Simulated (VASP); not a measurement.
## Ti3Al: single point with LDA

Crystal: Ti3Al.

```
Ti Al
1.0
     2.96607    0.00000    0.00000
    -1.48303    2.56869    0.00000
     0.00000    0.00000    9.34778
Ti Al
3 1
Direct
  0.33333 0.66667 0.24941
  0.33333 0.66667 0.75059
  0.66667 0.33333 0.00000
  0.66667 0.33333 0.50000
```

This cell differs from its parent crystal: volume scaled by 1.04.

```yaml
Program: VASP 6.6.1
Task: single point
Functional: LDA
Potentials_or_basis: VASP PAW LDA potentials, release 64 (Ti_sv, Al)
Cutoff: 520 eV
k_mesh: 10 × 10 × 3
Occupations: fermi-dirac, width 0.05 eV
Spin: no spin polarisation
```

The pressure is -10.5 GPa. The largest force is 0.164 eV/Å.

Forces in eV/Å, atoms in the order of the input:
```
Ti   0.000  0.000 -0.164
Ti   0.000  0.000  0.164
Ti   0.000  0.000  0.000
Al   0.000  0.000  0.000
```

Stress tensor (GPa, compression positive):
```
-10.42   0.00   0.00
  0.00 -10.42   0.00
  0.00   0.00 -10.72
```

Levels at points of the mesh, in eV from the Fermi level:
```
           k point  band 16  band 17  band 18  band 19  band 20  band 21  band 22  band 23  band 24  band 25
(0.00, 0.00, 0.00)    -2.38    -0.72     0.46     0.69     0.76     0.76     0.84     0.84     1.13     1.13
(0.50, 0.00, 0.00)    -2.01    -1.39    -1.16    -0.62    -0.39     0.82     0.95     1.06     1.61     2.35
```

Run time: 63 s on 1 thread of AMD EPYC 7R13 Processor (Zen 3), on a shared host, peak memory 0.16 GiB.
